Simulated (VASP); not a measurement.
# SiO2 in VASP: a series of runs

The runs below take SiO2 through single point, with PBE.

Everything below comes from runs of VASP 6.6.1. Logs are shortened: lines on timing, memory, paths and dates and some standing lists are left out, and cuts for length are marked.

## Step 1: The cell of the first run

The cell holds an amorphous packing of atoms, 18 atoms: a = 6.350 Å, b = 6.482 Å, c = 6.335 Å, α = 94.73°, β = 87.08°, γ = 93.08°.

## Step 2: Single point, PBE

Input file INCAR:

```
SYSTEM = SiO2
PREC = Accurate
ENCUT = 520
EDIFF = 1E-6
ISMEAR = -1
SIGMA = 0.2111
LREAL = Auto
LASPH = .TRUE.
NELM = 80
ALGO = Normal
ISIF = 2
LWAVE = .FALSE.
LCHARG = .FALSE.
GGA = PE
NBANDS = 63
ISYM = 0
```

Input file KPOINTS:

```
regular mesh
0
G
  1 1 1
  0 0 0
```

Input file POSCAR:

```
SiO2
1.0
    6.3454790000     -0.1693150000      0.1582820000
   -0.1693150000      6.4741830000     -0.2622240000
    0.1582820000     -0.2622240000      6.3280080000
Si O
6 12
Direct
    0.4352734357      0.5909738884      0.9316491994
    0.1553026261      0.2255570525      0.7917870619
    0.2215371756      0.8386405113      0.3058018135
    0.7799706193      0.3104296894      0.0760681411
    0.8761199834      0.0709358455      0.4507306340
    0.4553982523      0.8928450138      0.5975664134
    0.2154935727      0.6657478122      0.1026026359
    0.7720357615      0.1758508722      0.2521984730
    0.4128273478      0.6811554941      0.4635939430
    0.3412869460      1.0547498194      0.3339028864
   -0.0781050227      0.2166629310     -0.0865602825
    0.3225184674      0.3557504591      0.9405979639
   -0.0407177502      0.8701657546      0.2877442999
    0.6706389465      1.0522560343      0.6055734621
    0.6685716219      0.5299185374      1.0309635363
    0.2457650866      0.9763940722      0.7267343483
    0.5143146441      0.7695306980      0.8120400080
    0.0451721620      0.2608428796      0.5412403592
```

Potentials or basis: VASP PAW PBE potentials, release 64 (Si, O).

Launch:

```sh
$ cat potpaw_PBE.64/Si/POTCAR potpaw_PBE.64/O/POTCAR > POTCAR
$ mpirun -np 1 vasp_gam > vasp.out
```

OUTCAR:

```text
SYSTEM = SiO2
   PREC = Accurate
   ENCUT = 520
   EDIFF = 1E-6
   ISMEAR = -1
   LREAL = Auto
   LASPH = .TRUE.
   NELM = 80
   ISIF = 2
   GGA = PE
   ISYM = 0

 ion  position               nearest neighbor table
   1  0.435  0.591  0.932-  17 1.49  12 1.65  15 1.72   7 1.79   2 2.99   6 2.99   3 3.05   4 3.14

   2  0.155  0.226  0.792-  12 1.61  11 1.64  16 1.75  18 1.80   5 2.94   4 2.96   1 2.99   6 3.09

   3  0.222  0.839  0.306-  10 1.56   7 1.64  13 1.70   9 1.99   6 2.42   5 2.80   1 3.05
   4  0.780  0.310  0.076-  11 1.45   8 1.47  15 1.67   2 2.96   5 3.05   1 3.14
   5  0.876  0.071  0.451-  14 1.60   8 1.66  18 1.67  13 1.68   3 2.80   2 2.94   6 2.99   4 3.05

   6  0.455  0.893  0.598-   9 1.57  16 1.62  14 1.67  17 1.70  10 2.22   3 2.42   5 2.99   1 2.99
                             2 3.09
   7  0.215  0.666  0.103-   3 1.64   1 1.79
   8  0.772  0.176  0.252-   4 1.47   5 1.66
   9  0.413  0.681  0.464-   6 1.57   3 1.99
  10  0.341  0.055  0.334-   3 1.56   6 2.22
  11  0.922  0.217  0.913-   4 1.45   2 1.64
  12  0.323  0.356  0.941-   2 1.61   1 1.65
  13  0.959  0.870  0.288-   5 1.68   3 1.70
  14  0.671  0.052  0.606-   5 1.60   6 1.67
  15  0.669  0.530  0.031-   4 1.67   1 1.72
  16  0.246  0.976  0.727-   6 1.62   2 1.75
  17  0.514  0.770  0.812-   1 1.49   6 1.70
  18  0.045  0.261  0.541-   5 1.67   2 1.80

IMPORTANT INFORMATION: All symmetrisations will be switched off!
NOSYMM: (Re-)initialisation of all symmetry stuff for point group C_1.

----------------------------------------------------------------------------------------

                                     Primitive cell

  volume of cell :     259.2000

  direct lattice vectors                    reciprocal lattice vectors
     6.345479000 -0.169315000  0.158282000     0.157792882  0.003973461 -0.003782207
    -0.169315000  6.474183000 -0.262224000     0.003973461  0.154819381  0.006316116
     0.158282000 -0.262224000  6.328008000    -0.003782207  0.006316116  0.158383948

  length of vectors
     6.349710584  6.481703057  6.335416314     0.157888211  0.154999105  0.158554954

  position of ions in fractional coordinates (direct lattice)
     0.435273436  0.590973888  0.931649199
     0.155302626  0.225557053  0.791787062
     0.221537176  0.838640511  0.305801813
     0.779970619  0.310429689  0.076068141
     0.876119983  0.070935846  0.450730634
     0.455398252  0.892845014  0.597566413
[... 10 lines left out ...]
     0.514314644  0.769530698  0.812040008
     0.045172162  0.260842880  0.541240359

  ion indices of the primitive-cell ions
   primitive index   ion index
                 1           1
                 2           2
                 3           3
                 4           4
                 5           5
                 6           6
[... 10 lines left out ...]
                17          17
                18          18

----------------------------------------------------------------------------------------

 KPOINTS: regular mesh

Automatic generation of k-mesh.
 Grid dimensions read from file:
 generate k-points for:    1    1    1

 Generating k-lattice:

  Cartesian coordinates                     Fractional coordinates (reciprocal lattice)
     0.157792882  0.003973461 -0.003782207     1.000000000  0.000000000 -0.000000000
     0.003973461  0.154819381  0.006316116     0.000000000  1.000000000  0.000000000
    -0.003782207  0.006316116  0.158383948    -0.000000000  0.000000000  1.000000000

  Length of vectors
     0.157888211  0.154999105  0.158554954

  Shift w.r.t. Gamma in fractional coordinates (k-lattice)
     0.000000000  0.000000000  0.000000000

 Subroutine IBZKPT returns following result:
 ===========================================

 Found      1 irreducible k-points:

 Following reciprocal coordinates:
            Coordinates               Weight
  0.000000  0.000000  0.000000      1.000000
   k-points           NKPTS =      1   k-points in BZ     NKDIM =      1   number of bands    NBANDS=     63
   number of dos      NEDOS =    301   number of ions     NIONS =     18
   total plane-waves  NPLWV = 110592
   dimension x,y,z NGX =    48 NGY =   48 NGZ =   48
   dimension x,y,z NGXF=    96 NGYF=   96 NGZF=   96
   ions per type =               6  12
   NGX,Y,Z   is equivalent  to a cutoff of  12.57, 12.31, 12.60 a.u.
   NGXF,Y,Z  is equivalent  to a cutoff of  25.13, 24.62, 25.19 a.u.
 SYSTEM =  SiO2
   PREC   = accura    normal or accurate (medium, high low for compatibility)
   ISTART =      0    job   : 0-new  1-cont  2-samecut
   ICHARG =      2    charge: 1-file 2-atom 10-const
   ISPIN  =      1    spin polarized calculation?
   LNONCOLLINEAR =      F non collinear calculations
   LSORBIT =      F    spin-orbit coupling
   LASPH  =      T    aspherical Exc in radial PAW
   ENCUT  =  520.0 eV  38.22 Ry    6.18 a.u.  11.81 12.05 11.78*2*pi/ulx,y,z
   NELM   =     80;   NELMIN=  2; NELMDL= -5     # of ELM steps
   EDIFF  = 0.1E-05   stopping-criterion for ELM
   LREAL  =      T    real-space projection
   EDIFFG = 0.1E-04   stopping-criterion for IOM
   NSW    =      0    number of steps for IOM
   IBRION =     -1    ionic relax: 0-MD 1-quasi-New 2-CG
   NFREE  =      0    steps in history (QN), initial steepest desc. (CG)
   ISIF   =      2    stress and relaxation
   ISYM   =      0    0-nonsym 1-usesym 2-fastsym
   POTIM  = 0.5000    time-step for ionic-motion
   TEBEG  =    0.0;   TEEND  =   0.0 temperature during run
   PSTRESS=    0.0 pullay stress
   NELECT =      96.0000    total number of electrons
   NUPDOWN=      -1.0000    fix difference up-down
   EMIN   =  10.00;   EMAX   =-10.00  energy-range for DOS
   EFERMI =   0.00;   METHOD = LEGACY
   ISMEAR =    -1;   SIGMA  =   0.21  broadening in eV -4-tet -1-fermi 0-gaus
   EFERMI_NEDOS =   21; number of points for ismear=-14 and -15
   IALGO  =     38    algorithm
   IMIX   =      4    mixing-type and parameters
     AMIX     =   0.40;   BMIX     =  1.00
     AMIX_MAG =   1.60;   BMIX_MAG =  1.00
  volume/ion in A,a.u.               =      14.40        97.18
  Fermi-wavevector in a.u.,A,eV,Ry     =   1.175674  2.221702 18.806098  1.382209
  Thomas-Fermi vector in A             =   2.312051
   LORBIT       =      0    0 simple, 1 ext, 2 COOP (PROOUT), +10 PAW based schemes
   GGA     = PE    functional components
   LHFCALC =     F    Hartree Fock is set to
   AEXX    =    0.0000 exact exchange contribution
   IVDW    =     0    specifies the selected vdW correction
   LEPSILON=     F    determine dielectric tensor
   LRPA    =     F    only Hartree local field effects (RPA)
 non-spin polarized calculation
  energy-cutoff  :      520.00
  volume of cell :      259.20
 maximum number of plane-waves:      3489
 NGX is ok and might be reduce to    48
   NGX = 23   NGY = 25   NGZ = 23

 number of electron      95.9999982 magnetization

 Free energy of the ion-electron system (eV)
  ---------------------------------------------------
  ext. energy  EPLUGINS =         0.00000000
  ---------------------------------------------------
  free energy    TOTEN  =      -129.98311505 eV

  energy without entropy =     -129.97071091  energy(sigma->0) =     -129.97691298

 E-fermi :   2.7550     XC(G=0):  -8.4607

 val. band max:        1.4022622484   @ k =   0.0000   0.0000   0.0000
 cond. band min:       4.0712431488   @ k =   0.0000   0.0000   0.0000
 fundamental gap:      2.6689809004
 Fermi energy:         2.7549852170

 k-point     1 :       0.0000    0.0000    0.0000
  band No.  band energies     occupation
      1     -20.1706      2.00000
      2     -19.0204      2.00000
      3     -18.8139      2.00000
      4     -18.2779      2.00000
      5     -17.9190      2.00000
      6     -17.4002      2.00000
[... 52 lines left out ...]
     59       9.5770      0.00000
     60       9.9293      0.00000
 [bands above 60 left out]

------------------------ aborting loop because EDIFF is reached ----------------------------------------

  FORCE on cell =-STRESS in cart. coord.  units (eV):
  Direction    XX          YY          ZZ          XY          YZ          ZX
  --------------------------------------------------------------------------------------
  -------------------------------------------------------------------------------------
  Total        4.6794622      5.9496086     21.2469194      2.8026636     -0.0589072    -10.2149803
  in kB       28.9248739     36.7759524    131.3322851     17.3239335     -0.3641195    -63.1412337
  external PRESSURE =      65.6777038 kB  Pullay stress =       0.0000000 kB

 VOLUME and BASIS-vectors are now :
 -----------------------------------------------------------------------------
  energy-cutoff  :      520.00
  volume of cell :      259.20
      direct lattice vectors                 reciprocal lattice vectors
     6.345479000 -0.169315000  0.158282000     0.157792882  0.003973461 -0.003782207
    -0.169315000  6.474183000 -0.262224000     0.003973461  0.154819381  0.006316116
     0.158282000 -0.262224000  6.328008000    -0.003782207  0.006316116  0.158383948

 POSITION                                       TOTAL-FORCE (eV/Angst)
 -----------------------------------------------------------------------------------
      2.80942      3.50807      5.80941        -2.077652     -2.159706      6.507320
      1.07260      1.22638      4.97587        -0.554649     -3.473899     -4.005423
      1.31217      5.31181      1.75027        -0.052630     -2.705750     -2.198871
      4.90877      1.85777      0.52341        -5.573998      7.412188      0.647167
      5.61873      0.19272      2.97230         0.467667      1.258668     -1.702977
      2.83313      5.54664      3.61936         1.511896      1.706567      1.661919
[... 10 lines left out ...]
      3.26181      4.68206      5.01821         2.138868      2.316813     -1.772456
      0.32814      1.53917      3.36372         0.562195     -0.679673      2.268296
 -----------------------------------------------------------------------------------
    total drift:                               -0.002114     -0.009411     -0.013625

  FREE ENERGIE OF THE ION-ELECTRON SYSTEM (eV)
  ---------------------------------------------------
  free  energy   TOTEN  =      -129.9831150539 eV

  energy  without entropy=     -129.9707109130  energy(sigma->0) =     -129.97691298
```

Wall time 17 s (1 thread of Intel Xeon 6975P-C (Granite Rapids), shared host); peak memory 0.28 GiB.

What came out:

| Property | Result |
| --- | --- |
| Free energy | -129.9831 eV |
| Pressure | 6.6 GPa |
| Largest force | 9.297 eV/Å |
| Band gap on the k mesh | 2.67 eV |

Forces in eV/Å, atoms in the order of the input:
```
Si  -2.078 -2.160  6.507
Si  -0.555 -3.474 -4.005
Si  -0.053 -2.706 -2.199
Si  -5.574  7.412  0.647
Si   0.468  1.259 -1.703
Si   1.512  1.707  1.662
O    2.571  0.282 -1.498
O   -1.044 -0.907  3.948
O   -2.663  0.169 -3.057
O    1.548 -0.397  0.637
O    5.271 -2.060 -4.684
O   -0.206 -1.133 -2.977
O    0.484  0.365  3.398
O   -0.483 -0.950  0.395
O    0.838 -2.900  0.838
O   -2.739  3.855  1.594
O    2.139  2.317 -1.772
O    0.562 -0.680  2.268
```

Stress tensor (GPa, compression positive):
```
 2.89  1.73 -6.31
 1.73  3.68 -0.04
-6.31 -0.04 13.13
```

Levels at points of the mesh, in eV from the valence-band top:
```
           k point  band 46  band 47  band 48  band 49  band 50  band 51
(0.00, 0.00, 0.00)    -0.74    -0.40     0.00     2.67     4.39     4.72
```

Caveat: the k points lie up to 1.00 Å⁻¹ apart.

## Step 3: Single point, PBE

Input file INCAR:

```
  ALGO = Normal
  EDIFF = 1E-6
  ENCUT = 520
  GGA = PE
  ISIF = 2
  ISMEAR = -1
  ISYM = 0
  LASPH = T
  LCHARG = T
  LELF = T
  LREAL = Auto
  LVHAR = T
  LWAVE = F
  NBANDS = 63
  NELM = 60
  PREC = Accurate
  SIGMA = 0.1172
```

Input file KPOINTS:

```
k-points
0
Gamma
  1 1 1
```

Input file POSCAR:

```
SiO2
1.0
    6.3454790000     -0.1693150000      0.1582820000
   -0.1693150000      6.4741830000     -0.2622240000
    0.1582820000     -0.2622240000      6.3280080000
Si O
6 12
Direct
    0.3945160514      0.5892700564      0.9344899630
    0.1411357993      0.2297070444      0.7724542136
    0.1931889874      0.8533592330      0.2754631366
    0.7752525417      0.3272272938      0.1009575726
    0.8274141654      0.0420607559      0.4629225454
    0.4093734128      0.8866036617      0.6451327679
    0.1940920122      0.6453039598      0.0807410347
    0.7343555506      0.2003453528      0.3012960942
    0.2939020889      0.7371971792      0.4562679729
    0.3099750985      0.0136263661      0.1635477834
    1.0035671788      0.3256189182      1.0103594172
    0.3391643765      0.4041843666      0.7563149771
    0.9484681744      0.8472745460      0.3392388696
    0.6152596774      0.0047602568      0.5898814795
    0.5957369415      0.5045900918      0.0820839983
    0.2091983624      0.9978029414      0.7787442025
    0.5508048006      0.7408055073      0.7934205358
   -0.0394675442      0.2110537701      0.6046173402
```

Potentials or basis: VASP PAW PBE potentials, release 64 (Si, O).

Launch:

```sh
$ cat potpaw_PBE.64/Si/POTCAR potpaw_PBE.64/O/POTCAR > POTCAR
$ mpirun -np 1 vasp_gam > vasp.out
```

Run time: 17 s. Hardware: 1 thread of Intel Xeon 6975P-C (Granite Rapids), shared host; peak memory 0.29 GiB.

It converged, with:

- Free energy: -133.1794 eV
- Pressure: 9.1 GPa
- Largest force: 6.480 eV/Å
- Band gap on the k mesh: 1.95 eV

Forces on the atoms (eV/Å):
```
Si   3.135 -0.515  1.220
Si  -0.152  1.951  2.489
Si  -0.436 -5.424 -1.894
Si  -4.086  2.563  1.417
Si   0.228  0.728 -2.631
Si  -1.819 -4.196  1.792
O    0.027  0.745  0.322
O    0.183  0.063 -1.123
O    1.763  0.335  2.710
O    2.981  5.595 -1.341
O    1.576 -1.762 -3.137
O   -1.763 -2.244 -0.626
O   -3.560  1.441  1.622
O    1.123  2.418 -0.642
O    1.460 -2.419 -0.209
O    1.277 -0.366 -0.861
O   -2.824  0.109  0.583
O    0.887  0.979  0.309
```

Stress tensor (GPa, compression positive):
```
 7.59  8.12 -1.25
 8.12 10.05 -5.63
-1.25 -5.63  9.71
```

Levels at points of the mesh, in eV from the valence-band top:
```tsv
k point	band 44	band 45	band 46	band 47	band 48	band 49	band 50	band 51	band 52	band 53
(0.00, 0.00, 0.00)	-2.15	-1.85	-1.41	-0.31	0.00	1.95	3.77	4.93	5.92	6.38
```

Caveat: the k points lie up to 1.00 Å⁻¹ apart.

(Part 1 of 2 ends here.)
